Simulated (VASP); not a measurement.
# TaN (P-6m2) in VASP: further runs

Runs on TaN. Level: PBE. Tasks: relaxation of shape and atoms at fixed volume.

Program: VASP 6.6.1. These are calculated values, not measurements. Logs are shortened: lines on timing, memory, paths and dates and some standing lists are left out, and cuts for length are marked.

## (1) The cell of the first run

It takes space group P-6m2 (No. 187, hexagonal). Conventional cell: a = 3.010 Å, b = 3.010 Å, c = 2.951 Å, α = 90.00°, β = 90.00°, γ = 120.00°. Ta (site symmetry -6m2) has 6 N at 2.28 Å and 8 Ta at 2.95 to 3.01 Å within 3.1 Å. N (site symmetry -6m2) has 6 Ta at 2.28 Å and 8 N at 2.95 to 3.01 Å within 3.1 Å.

## (2) Relaxation of shape and atoms at fixed volume, PBE (11.58 Å³/atom)

Contents of INCAR:

```
SYSTEM = TaN
PREC = Accurate
ENCUT = 600
EDIFF = 1E-6
ISMEAR = 0
SIGMA = 0.1
LREAL = .FALSE.
LASPH = .TRUE.
NELM = 80
ALGO = Normal
ISIF = 4
LWAVE = .FALSE.
LCHARG = .FALSE.
GGA = PE
IBRION = 2
NSW = 50
EDIFFG = -0.01
```

Contents of KPOINTS:

```
regular mesh
0
G
  24 24 20
  0 0 0
```

Contents of POSCAR:

```
TaN
1.0
    3.0098301965      0.0000000000      0.0000000000
   -1.5049150983      2.6065894113      0.0000000000
    0.0000000000      0.0000000000      2.9511351571
Ta N
1 1
Direct
    0.3333333333      0.6666666667      0.5000000000
    0.0000000000      0.0000000000      0.0000000000
```

Potentials or basis: VASP PAW PBE potentials, release 64 (Ta_pv, N).

Command:

```sh
$ cat potpaw_PBE.64/Ta_pv/POTCAR potpaw_PBE.64/N/POTCAR > POTCAR
$ mpirun -np 1 vasp_std > vasp.out
```

OUTCAR:

```text
SYSTEM = TaN
   PREC = Accurate
   ENCUT = 600
   EDIFF = 1E-6
   ISMEAR = 0
   LREAL = .FALSE.
   LASPH = .TRUE.
   NELM = 80
   ISIF = 4
   GGA = PE
   IBRION = 2
   NSW = 50
   EDIFFG = -0.01

 ion  position               nearest neighbor table
   1  0.333  0.667  0.500-   2 2.28   2 2.28   2 2.28   2 2.28   2 2.28   2 2.28
   2  0.000  0.000  0.000-   1 2.28   1 2.28   1 2.28   1 2.28   1 2.28   1 2.28

  LATTYP: Found a hexagonal cell.
 ALAT       =     3.0098301965
 C/A-ratio  =     0.9804988868

  Lattice vectors:

 A1 = (   3.0098301965,   0.0000000000,   0.0000000000)
 A2 = (  -1.5049150983,   2.6065894113,   0.0000000000)
 A3 = (   0.0000000000,   0.0000000000,   2.9511351571)

Analysis of symmetry for initial positions (statically):
=====================================================================
 Subroutine PRICEL returns:
 Original cell was already a primitive cell.

 Routine SETGRP: Setting up the symmetry group for a
 hexagonal supercell.

 Subroutine GETGRP returns: Found 12 space group operations
 (whereof 12 operations were pure point group operations)
 out of a pool of 24 trial point group operations.

The static configuration has the point symmetry D_3h.

Analysis of symmetry for dynamics (positions and initial velocities):
=====================================================================
 Subroutine PRICEL returns:
 Original cell was already a primitive cell.

 Routine SETGRP: Setting up the symmetry group for a
 hexagonal supercell.

 Subroutine GETGRP returns: Found 12 space group operations
 (whereof 12 operations were pure point group operations)
 out of a pool of 24 trial point group operations.

The dynamic configuration has the point symmetry D_3h.

 Subroutine INISYM returns: Found 12 space group operations
 (whereof 12 operations are pure point group operations),
 and found     1 'primitive' translations

----------------------------------------------------------------------------------------

                                     Primitive cell

  volume of cell :      23.1528

  direct lattice vectors                    reciprocal lattice vectors
     3.009830196  0.000000000  0.000000000     0.332244657  0.191821542  0.000000000
    -1.504915098  2.606589411  0.000000000     0.000000000  0.383643084  0.000000000
[... 98 lines left out ...]
   EMIN   =  10.00;   EMAX   =-10.00  energy-range for DOS
   EFERMI =   0.00;   METHOD = LEGACY
   ISMEAR =     0;   SIGMA  =   0.10  broadening in eV -4-tet -1-fermi 0-gaus
   EFERMI_NEDOS =   21; number of points for ismear=-14 and -15
   IALGO  =     38    algorithm
   IMIX   =      4    mixing-type and parameters
     AMIX     =   0.40;   BMIX     =  1.00
     AMIX_MAG =   1.60;   BMIX_MAG =  1.00
  volume/ion in A,a.u.               =      11.58        78.12
  Fermi-wavevector in a.u.,A,eV,Ry     =   1.447372  2.735137 28.502662  2.094887
  Thomas-Fermi vector in A             =   2.565335
   LORBIT       =      0    0 simple, 1 ext, 2 COOP (PROOUT), +10 PAW based schemes
   GGA     = PE    functional components
   LHFCALC =     F    Hartree Fock is set to
   AEXX    =    0.0000 exact exchange contribution
   IVDW    =     0    specifies the selected vdW correction
   LEPSILON=     F    determine dielectric tensor
   LRPA    =     F    only Hartree local field effects (RPA)
 conjugate gradient relaxation of ions
 non-spin polarized calculation
 Gauss-broadening in eV      SIGMA  =   0.10
  energy-cutoff  :      600.00
  volume of cell :       23.15
 maximum number of plane-waves:       798
   NGX = 13   NGY = 13   NGZ = 11

--------------------------------------- Ionic step        1  -------------------------------------------

 number of electron      16.0000000 magnetization

 Free energy of the ion-electron system (eV)
  ---------------------------------------------------
  ext. energy  EPLUGINS =         0.00000000
  ---------------------------------------------------
  free energy    TOTEN  =       -22.37932747 eV

  energy without entropy =      -22.37894813  energy(sigma->0) =      -22.37913780

------------------------ aborting loop because EDIFF is reached ----------------------------------------

  FORCE on cell =-STRESS in cart. coord.  units (eV):
  Direction    XX          YY          ZZ          XY          YZ          ZX
  --------------------------------------------------------------------------------------
  -------------------------------------------------------------------------------------
  Total       -2.4090401     -2.4090401     -2.5309581      0.0000000      0.0000000     -0.0000000
  in kB     -166.7058709   -166.7058709   -175.1426094      0.0000000      0.0000000     -0.0000000
  external PRESSURE =    -169.5181171 kB  Pullay stress =       0.0000000 kB
[... 59 lines left out ...]
--------------------------------------- Ionic step        3  -------------------------------------------

 number of electron      16.0000000 magnetization

 Free energy of the ion-electron system (eV)
  ---------------------------------------------------
  ext. energy  EPLUGINS =         0.00000000
  ---------------------------------------------------
  free energy    TOTEN  =       -22.37938839 eV

  energy without entropy =      -22.37900947  energy(sigma->0) =      -22.37919893

 E-fermi :   7.5208     XC(G=0): -12.9556

 val. band max:        7.5181452889   @ k =   0.0417  -0.0000   0.4500
 cond. band min:       7.5280731204   @ k =   0.0000   0.0000   0.4000
 fundamental gap:      0.0099278315
 Fermi energy:         7.5208155323

 k-point     1 :       0.0000    0.0000    0.0000
  band No.  band energies     occupation
      1     -27.5344      2.00000
      2     -27.3092      2.00000
      3     -27.3092      2.00000
      4      -9.7230      2.00000
      5       3.2476      2.00000
      6       3.2476      2.00000
      7       3.6321      2.00000
      8       4.7049      2.00000
      9       9.1855      0.00000
     10      10.7946      0.00000
     11      10.7946      0.00000
     12      11.1274      0.00000
[... 331 lines left out ...]
 k-point    24 :       0.4583    0.0417    0.0000
  band No.  band energies     occupation
      1     -28.0925      2.00000
      2     -27.4978      2.00000
      3     -27.4280      2.00000
      4      -7.7016      2.00000
      5      -0.3298      2.00000
      6       2.7056      2.00000
      7       4.0428      2.00000
      8       4.7606      2.00000
      9      10.1407      0.00000
     10      11.0205      0.00000
     11      12.0546      0.00000
     12      12.4809      0.00000

 [... further k-points ...]
[... 5 lines left out ...]
  --------------------------------------------------------------------------------------
  -------------------------------------------------------------------------------------
  Total       -2.4437846     -2.4437846     -2.4448155      0.0000000      0.0000000      0.0000000
  in kB     -169.1101919   -169.1101919   -169.1815330      0.0000000      0.0000000      0.0000000
  external PRESSURE =    -169.1339723 kB  Pullay stress =       0.0000000 kB
[... 17 lines left out ...]
  FREE ENERGIE OF THE ION-ELECTRON SYSTEM (eV)
  ---------------------------------------------------
  free  energy   TOTEN  =       -22.3793883892 eV

  energy  without entropy=      -22.3790094693  energy(sigma->0) =      -22.37919893

 reached required accuracy - stopping structural energy minimisation
```

OSZICAR:

```text
N       E                     dE             d eps       ncg     rms          rms(c)
DAV:   1     0.964602059363E+02    0.96460E+02   -0.10057E+04 16104   0.156E+03
DAV:   2    -0.205948581571E+02   -0.11706E+03   -0.11060E+03 18364   0.362E+02
DAV:   3    -0.249452779255E+02   -0.43504E+01   -0.42686E+01 20188   0.650E+01
[... 16 lines left out ...]
       N       E                     dE             d eps       ncg     rms          rms(c)
DAV:   1    -0.223794908010E+02   -0.15528E-03   -0.62114E-03 16116   0.782E-01    0.556E-02
DAV:   2    -0.223794161397E+02    0.74661E-04   -0.10360E-04 19192   0.104E-01    0.311E-02
DAV:   3    -0.223793885128E+02    0.27627E-04   -0.43389E-05 20408   0.559E-02    0.896E-03
DAV:   4    -0.223793883892E+02    0.12358E-06   -0.19436E-06 16108   0.140E-02
   3 F= -.22379388E+02 E0= -.22379199E+02  d E =-.609153E-04
```

CONTCAR:

```text
TaN
   1.00000000000000
     3.0113497830058003    0.0000000000017270   -0.0000000000000000
    -1.5056748915514298    2.6079054118132348    0.0000000000000000
     0.0000000000000000    0.0000000000000000    2.9481575065484167
  Ta              N
     1     1
Direct
     0.3333333332999970    0.6666666667000030    0.5000000000000000
     0.0000000000000000    0.0000000000000000    0.0000000000000000

  0.00000000E+00  0.00000000E+00  0.00000000E+00
  0.00000000E+00  0.00000000E+00  0.00000000E+00
```

It took 1.9 min on 1 thread of Intel Xeon 6975P-C (Granite Rapids), shared host; peak memory 0.36 GiB.

Results:

| Property | Result |
| --- | --- |
| Free energy | -22.3794 eV |
| Energy gained by relaxing | 0.0 meV/atom |
| Ionic steps | 3 |
| Pressure after relaxing | -16.9 GPa |
| Band gap on the k mesh | zero (bands 8 and 9 overlap by 0.46 eV) |

Final structure:
```cif
data_structure
_symmetry_space_group_name_H-M 'P 1'
_symmetry_Int_Tables_number 1
_cell_length_a 3.0113
_cell_length_b 3.0113
_cell_length_c 2.9482
_cell_angle_alpha 90.000
_cell_angle_beta 90.000
_cell_angle_gamma 120.000
_cell_volume 23.15
loop_
_atom_site_label
_atom_site_type_symbol
_atom_site_fract_x
_atom_site_fract_y
_atom_site_fract_z
_atom_site_occupancy
Ta1 Ta 0.33333 0.66667 0.50000 1
N1 N 0.00000 0.00000 0.00000 1
```

Caveat: spin-orbit coupling is left out, which moves the levels of the heavy elements.

## (3) Relaxation of shape and atoms at fixed volume, PBE (12.01 Å³/atom)

This run uses another cell than the first one, of 12.01 Å³/atom.

Contents of INCAR:

```
  PREC = Accurate
  ENCUT = 600
  EDIFF = 1E-7
  ISMEAR = 0
  SIGMA = 0.1
  LREAL = False
  LASPH = True
  NELM = 80
  ALGO = Normal
  ISIF = 4
  LWAVE = False
  LCHARG = False
  GGA = PE
  IBRION = 2
  NSW = 50
  EDIFFG = -0.01
```

Contents of KPOINTS:

```
Automatic mesh
0
Gamma
  24 24 20
```

Contents of POSCAR:

```
TaN
1.0
    3.0489615314      0.0000000000      0.0000000000
   -1.5244807657      2.6404781413      0.0000000000
    0.0000000000      0.0000000000      2.9843930500
Ta N
1 1
Direct
    0.3333333333      0.6666666667      0.5000000000
    0.0000000000      0.0000000000      0.0000000000
```

Potentials or basis: VASP PAW PBE potentials, release 64 (Ta_pv, N).

Command:

```sh
$ cat potpaw_PBE.64/Ta_pv/POTCAR potpaw_PBE.64/N/POTCAR > POTCAR
$ mpirun -np 1 vasp_std > vasp.out
```

Run time: 2.1 min. Hardware: 1 thread of Intel Xeon 6975P-C (Granite Rapids), shared host; peak memory 0.37 GiB.

It converged, with:

```yaml
Free_energy: -22.2633 eV
Energy_gained_by_relaxing: 0.1 meV/atom
Ionic_steps: 3
Pressure_after_relaxing: -25.8 GPa
Band_gap_on_the_k_mesh: zero (bands 8 and 9 overlap by 0.43 eV)
```

The path:
```
step  energy change (eV)  largest force (eV/Å)  pressure (GPa)  volume (Å³)
   1              0.0000                0.0000          -25.82        24.03
   2              0.0000                0.0000          -25.74        24.03
   3             -0.0001                0.0000          -25.78        24.03
```

Final structure:
```cif
data_structure
_symmetry_space_group_name_H-M 'P 1'
_symmetry_Int_Tables_number 1
_cell_length_a 3.0510
_cell_length_b 3.0510
_cell_length_c 2.9804
_cell_angle_alpha 90.000
_cell_angle_beta 90.000
_cell_angle_gamma 120.000
_cell_volume 24.03
loop_
_atom_site_label
_atom_site_type_symbol
_atom_site_fract_x
_atom_site_fract_y
_atom_site_fract_z
_atom_site_occupancy
Ta1 Ta 0.33333 0.66667 0.50000 1
N1 N 0.00000 0.00000 0.00000 1
```

Levels at points of the mesh, in eV from the Fermi level:
| k point | band 4 | band 5 | band 6 | band 7 | band 8 | band 9 | band 10 | band 11 | band 12 |
| --- | --- | --- | --- | --- | --- | --- | --- | --- | --- |
| (0.00, 0.00, 0.00) | -16.97 | -4.14 | -4.14 | -3.73 | -2.75 | 1.39 | 3.13 | 3.13 | 3.41 |
| (0.50, 0.00, 0.00) | -15.08 | -7.68 | -4.64 | -3.05 | -2.99 | 2.61 | 3.37 | 4.50 | 4.63 |
| (0.00, 0.00, 0.50) | -14.86 | -8.68 | -3.41 | -3.41 | -0.07 | -0.07 | 2.14 | 2.98 | 2.98 |
| (0.50, 0.00, 0.50) | -15.17 | -6.71 | -5.74 | -5.12 | -0.52 | 3.42 | 4.53 | 5.14 | 6.10 |

Caveat: spin-orbit coupling is left out, which moves the levels of the heavy elements.
